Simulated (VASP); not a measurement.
# SnO (P4/nmm) in VASP: single point with PBE

Aim: the single point of SnO with PBE.

Everything below comes from runs of VASP 6.6.1. Logs are shortened: lines on timing, memory, paths and dates and some standing lists are left out, and cuts for length are marked.

## (1) The cell of the first run

The structure is tetragonal, space group P4/nmm (No. 129). Conventional cell: a = 3.793 Å, b = 3.793 Å, c = 4.518 Å, α = 90.00°, β = 90.00°, γ = 90.00°. Sn (site symmetry 4mm) has 4 O at 2.21 Å within 2.9 Å. O (site symmetry -4m2) has 4 Sn at 2.21 Å and 4 O at 2.68 Å within 2.9 Å.

## (2) Single point, PBE (uniaxial z strain -5.0%)

INCAR

```
  ALGO = Normal
  EDIFF = 1E-6
  ENCUT = 1340
  GGA = PE
  GGA_COMPAT = F
  ISIF = 2
  ISMEAR = -1
  LASPH = T
  LCHARG = T
  LELF = T
  LREAL = F
  LVHAR = T
  LWAVE = F
  NBANDS = 28
  NELM = 120
  PREC = Accurate
  SIGMA = 0.02
```

KPOINTS

```
k-points
0
Gamma
  6 6 6
```

POSCAR

```
SnO
1.0
    3.7926488416      0.0000000000      0.0000000000
    0.0000000000      3.7926488416      0.0000000000
    0.0000000000      0.0000000000      4.5183998133
Sn O
2 2
Direct
    0.5000000000      0.0000000000      0.2513744786
    0.0000000000      0.5000000000      0.7486255214
    0.0000000000      0.0000000000      0.0000000000
    0.5000000000      0.5000000000      0.0000000000
```

Potentials or basis: VASP PAW PBE potentials, release 64 (Sn_d, O_h).

Started as:

```console
> cat potpaw_PBE.64/Sn_d/POTCAR potpaw_PBE.64/O_h/POTCAR > POTCAR
> mpirun -np 1 vasp_std > vasp.out
```

OUTCAR:

```text
EDIFF = 1E-6
   ENCUT = 1340
   GGA = PE
   ISIF = 2
   ISMEAR = -1
   LASPH = T
   LREAL = F
   NELM = 120
   PREC = Accurate

 ion  position               nearest neighbor table
   1  0.500  0.000  0.251-   3 2.21   4 2.21   4 2.21   3 2.21   2 3.50   2 3.50   2 3.50   2 3.50
                             2 3.51   2 3.51   2 3.51   2 3.51
   2  0.000  0.500  0.749-   3 2.21   4 2.21   3 2.21   4 2.21   1 3.50   1 3.50   1 3.50   1 3.50
                             1 3.51   1 3.51   1 3.51   1 3.51
   3  0.000  0.000  0.000-   1 2.21   2 2.21   2 2.21   1 2.21
   4  0.500  0.500  0.000-   1 2.21   2 2.21   1 2.21   2 2.21

  LATTYP: Found a simple tetragonal cell.
 ALAT       =     3.7926488416
 C/A-ratio  =     1.1913572814

  Lattice vectors:

 A1 = (   3.7926488416,   0.0000000000,   0.0000000000)
 A2 = (   0.0000000000,   3.7926488416,   0.0000000000)
 A3 = (   0.0000000000,   0.0000000000,   4.5183998133)

Analysis of symmetry for initial positions (statically):
=====================================================================
 Subroutine PRICEL returns:
 Original cell was already a primitive cell.

 Routine SETGRP: Setting up the symmetry group for a
 simple tetragonal supercell.

 Subroutine GETGRP returns: Found 16 space group operations
 (whereof  8 operations were pure point group operations)
 out of a pool of 16 trial point group operations.

The static configuration has the point symmetry D_2d.
 The point group associated with its full space group is D_4h.

Analysis of symmetry for dynamics (positions and initial velocities):
=====================================================================
 Subroutine PRICEL returns:
 Original cell was already a primitive cell.

 Routine SETGRP: Setting up the symmetry group for a
 simple tetragonal supercell.

 Subroutine GETGRP returns: Found 16 space group operations
 (whereof  8 operations were pure point group operations)
 out of a pool of 16 trial point group operations.

The dynamic configuration has the point symmetry D_2d.
 The point group associated with its full space group is D_4h.

 Subroutine INISYM returns: Found 16 space group operations
 (whereof  8 operations are pure point group operations),
 and found     1 'primitive' translations

----------------------------------------------------------------------------------------

                                     Primitive cell

  volume of cell :      64.9935

  direct lattice vectors                    reciprocal lattice vectors
     3.792648842  0.000000000  0.000000000     0.263667964  0.000000000  0.000000000
     0.000000000  3.792648842  0.000000000     0.000000000  0.263667964  0.000000000
     0.000000000  0.000000000  4.518399813     0.000000000  0.000000000  0.221317290

  length of vectors
     3.792648842  3.792648842  4.518399813     0.263667964  0.263667964  0.221317290

  position of ions in fractional coordinates (direct lattice)
     0.500000000  0.000000000  0.251374479
     0.000000000  0.500000000  0.748625521
     0.000000000  0.000000000  0.000000000
     0.500000000  0.500000000  0.000000000

  ion indices of the primitive-cell ions
   primitive index   ion index
                 1           1
                 2           2
                 3           3
                 4           4

----------------------------------------------------------------------------------------

 KPOINTS: k-points

Automatic generation of k-mesh.
 Grid dimensions read from file:
 generate k-points for:    6    6    6

 Generating k-lattice:

  Cartesian coordinates                     Fractional coordinates (reciprocal lattice)
     0.043944661  0.000000000  0.000000000     0.166666667  0.000000000  0.000000000
     0.000000000  0.043944661  0.000000000     0.000000000  0.166666667  0.000000000
     0.000000000  0.000000000  0.036886215     0.000000000  0.000000000  0.166666667

  Length of vectors
     0.043944661  0.043944661  0.036886215

  Shift w.r.t. Gamma in fractional coordinates (k-lattice)
     0.000000000  0.000000000  0.000000000

 Subroutine IBZKPT returns following result:
 ===========================================

 Found     40 irreducible k-points:

 Following reciprocal coordinates:
            Coordinates               Weight
  0.000000  0.000000  0.000000      1.000000
  0.166667  0.000000  0.000000      4.000000
  0.333333  0.000000  0.000000      4.000000
  0.500000  0.000000  0.000000      2.000000
  0.166667  0.166667  0.000000      4.000000
  0.333333  0.166667  0.000000      8.000000
[... 16 lines left out ...]
  0.333333  0.000000  0.333333      8.000000
  0.500000  0.000000  0.333333      4.000000
 [... further k-points ...]
   k-points           NKPTS =     40   k-points in BZ     NKDIM =     40   number of bands    NBANDS=     28
   number of dos      NEDOS =    301   number of ions     NIONS =      4
   total plane-waves  NPLWV = 124416
   dimension x,y,z NGX =    48 NGY =   48 NGZ =   54
   dimension x,y,z NGXF=    96 NGYF=   96 NGZF=  108
   ions per type =               2   2
   NGX,Y,Z   is equivalent  to a cutoff of  21.04, 21.04, 19.87 a.u.
   NGXF,Y,Z  is equivalent  to a cutoff of  42.08, 42.08, 39.74 a.u.
 SYSTEM =  unknown system
   PREC   = accura    normal or accurate (medium, high low for compatibility)
   ISTART =      0    job   : 0-new  1-cont  2-samecut
   ICHARG =      2    charge: 1-file 2-atom 10-const
   ISPIN  =      1    spin polarized calculation?
   LNONCOLLINEAR =      F non collinear calculations
   LSORBIT =      F    spin-orbit coupling
   LASPH  =      T    aspherical Exc in radial PAW
   ENCUT  = 1340.0 eV  98.49 Ry    9.92 a.u.  11.32 11.32 13.49*2*pi/ulx,y,z
   NELM   =    120;   NELMIN=  2; NELMDL= -5     # of ELM steps
   EDIFF  = 0.1E-05   stopping-criterion for ELM
   LREAL  =      F    real-space projection
   EDIFFG = 0.1E-04   stopping-criterion for IOM
   NSW    =      0    number of steps for IOM
   IBRION =     -1    ionic relax: 0-MD 1-quasi-New 2-CG
   NFREE  =      0    steps in history (QN), initial steepest desc. (CG)
   ISIF   =      2    stress and relaxation
   ISYM   =      2    0-nonsym 1-usesym 2-fastsym
   POTIM  = 0.5000    time-step for ionic-motion
   TEBEG  =    0.0;   TEEND  =   0.0 temperature during run
   PSTRESS=    0.0 pullay stress
   NELECT =      40.0000    total number of electrons
   NUPDOWN=      -1.0000    fix difference up-down
   EMIN   =  10.00;   EMAX   =-10.00  energy-range for DOS
   EFERMI =   0.00;   METHOD = LEGACY
   ISMEAR =    -1;   SIGMA  =   0.02  broadening in eV -4-tet -1-fermi 0-gaus
   EFERMI_NEDOS =   21; number of points for ismear=-14 and -15
   IALGO  =     38    algorithm
   IMIX   =      4    mixing-type and parameters
     AMIX     =   0.40;   BMIX     =  1.00
     AMIX_MAG =   1.60;   BMIX_MAG =  1.00
  volume/ion in A,a.u.               =      16.25       109.65
  Fermi-wavevector in a.u.,A,eV,Ry     =   1.392531  2.631502 26.383634  1.939142
  Thomas-Fermi vector in A             =   2.516265
   LORBIT       =      0    0 simple, 1 ext, 2 COOP (PROOUT), +10 PAW based schemes
   GGA     = PE    functional components
   LHFCALC =     F    Hartree Fock is set to
   AEXX    =    0.0000 exact exchange contribution
   IVDW    =     0    specifies the selected vdW correction
   LEPSILON=     F    determine dielectric tensor
   LRPA    =     F    only Hartree local field effects (RPA)
 non-spin polarized calculation
  energy-cutoff  :     1340.00
  volume of cell :       64.99
 maximum number of plane-waves:      7269
 NGX is ok and might be reduce to    48
   NGX = 23   NGY = 23   NGZ = 27

 number of electron      39.9999999 magnetization

 Free energy of the ion-electron system (eV)
  ---------------------------------------------------
  ext. energy  EPLUGINS =         0.00000000
  ---------------------------------------------------
  free energy    TOTEN  =       -22.56797466 eV

  energy without entropy =      -22.56739098  energy(sigma->0) =      -22.56768282

 E-fermi :   8.2494     XC(G=0): -10.6980

 val. band max:        8.2278492770   @ k =   0.1667   0.0000   0.0000
 cond. band min:       8.2883662501   @ k =   0.0000   0.0000   0.0000
 fundamental gap:      0.0605169731
 Fermi energy:         8.2494115627

 k-point     1 :       0.0000    0.0000    0.0000
  band No.  band energies     occupation
      1     -13.8381      2.00000
      2     -13.3658      2.00000
      3     -13.3658      2.00000
      4     -13.3325      2.00000
      5     -13.3112      2.00000
      6     -13.3064      2.00000
[... 20 lines left out ...]
     27      14.9973      0.00000
     28      15.2200      0.00000

 k-point     2 :       0.1667    0.0000    0.0000
  band No.  band energies     occupation
      1     -13.8202      2.00000
      2     -13.3644      2.00000
      3     -13.3591      2.00000
      4     -13.3552      2.00000
      5     -13.3083      2.00000
      6     -13.3058      2.00000
[... 20 lines left out ...]
     27      15.1721      0.00000
     28      17.1053      0.00000

 k-point     3 :       0.3333    0.0000    0.0000
  band No.  band energies     occupation
      1     -13.7711      2.00000
      2     -13.5450      2.00000
      3     -13.3392      2.00000
      4     -13.3273      2.00000
      5     -13.3022      2.00000
      6     -13.3019      2.00000
[... 20 lines left out ...]
     27      15.6254      0.00000
     28      18.1944      0.00000

 k-point     4 :       0.5000    0.0000    0.0000
  band No.  band energies     occupation
      1     -13.6855      2.00000
      2     -13.6855      2.00000
      3     -13.3146      2.00000
      4     -13.3146      2.00000
      5     -13.2992      2.00000
      6     -13.2992      2.00000
[... 578 lines left out ...]
     27      16.7978      0.00000
     28      17.3679      0.00000

 k-point    23 :       0.3333    0.0000    0.3333
  band No.  band energies     occupation
      1     -13.7727      2.00000
      2     -13.5870      2.00000
      3     -13.3575      2.00000
      4     -13.3262      2.00000
      5     -13.3085      2.00000
      6     -13.3047      2.00000
[... 20 lines left out ...]
     27      17.1282      0.00000
     28      18.5938      0.00000

 k-point    24 :       0.5000    0.0000    0.3333
  band No.  band energies     occupation
      1     -13.7100      2.00000
      2     -13.7100      2.00000
      3     -13.3520      2.00000
      4     -13.3520      2.00000
      5     -13.2998      2.00000
      6     -13.2998      2.00000
[... 20 lines left out ...]
     27      17.6631      0.00000
     28      17.6631      0.00000

 [... further k-points ...]

------------------------ aborting loop because EDIFF is reached ----------------------------------------

  FORCE on cell =-STRESS in cart. coord.  units (eV):
  Direction    XX          YY          ZZ          XY          YZ          ZX
  --------------------------------------------------------------------------------------
  -------------------------------------------------------------------------------------
  Total        2.9467872      2.9467872      3.2622106      0.0000000      0.0000000      0.0000000
  in kB       72.6422751     72.6422751     80.4178868      0.0000000      0.0000000      0.0000000
  external PRESSURE =      75.2341457 kB  Pullay stress =       0.0000000 kB

 VOLUME and BASIS-vectors are now :
 -----------------------------------------------------------------------------
  energy-cutoff  :     1340.00
  volume of cell :       64.99
      direct lattice vectors                 reciprocal lattice vectors
     3.792648842  0.000000000  0.000000000     0.263667964  0.000000000  0.000000000
     0.000000000  3.792648842  0.000000000     0.000000000  0.263667964  0.000000000
     0.000000000  0.000000000  4.518399813     0.000000000  0.000000000  0.221317290

 POSITION                                       TOTAL-FORCE (eV/Angst)
 -----------------------------------------------------------------------------------
      1.89632      0.00000      1.13581        -0.000000      0.000000      0.539576
      0.00000      1.89632      3.38259         0.000000      0.000000     -0.539576
      0.00000      0.00000      0.00000         0.000000     -0.000000      0.000000
      1.89632      1.89632      0.00000        -0.000000      0.000000      0.000000
 -----------------------------------------------------------------------------------
    total drift:                                0.000000      0.000000      0.000000

  FREE ENERGIE OF THE ION-ELECTRON SYSTEM (eV)
  ---------------------------------------------------
  free  energy   TOTEN  =       -22.5679746602 eV

  energy  without entropy=      -22.5673909831  energy(sigma->0) =      -22.56768282
```

Run time: 8.4 min. Hardware: 1 thread of AMD EPYC, shared host; peak memory 0.46 GiB.

Results:

```yaml
Free_energy: -22.5680 eV
Pressure: 7.5 GPa
Largest_force: 0.540 eV/Å
Band_gap_on_the_k_mesh: zero (bands 20 and 21 overlap by 0.27 eV)
```

Forces on the atoms (eV/Å):
```
Sn   0.000  0.000  0.540
Sn   0.000  0.000 -0.540
O    0.000  0.000  0.000
O    0.000  0.000  0.000
```

Stress tensor (GPa, compression positive):
```
7.26 0.00 0.00
0.00 7.26 0.00
0.00 0.00 8.04
```

Caveat: the cell differs from its parent crystal (uniaxial z strain -5.0%); the cell stands under pressure; semilocal functionals underestimate gaps, and a narrow one can read as zero; spin-orbit coupling is left out, which moves the levels of the heavy elements.

The gap in the log of VASP goes by the Fermi energy; the results here count the filled bands.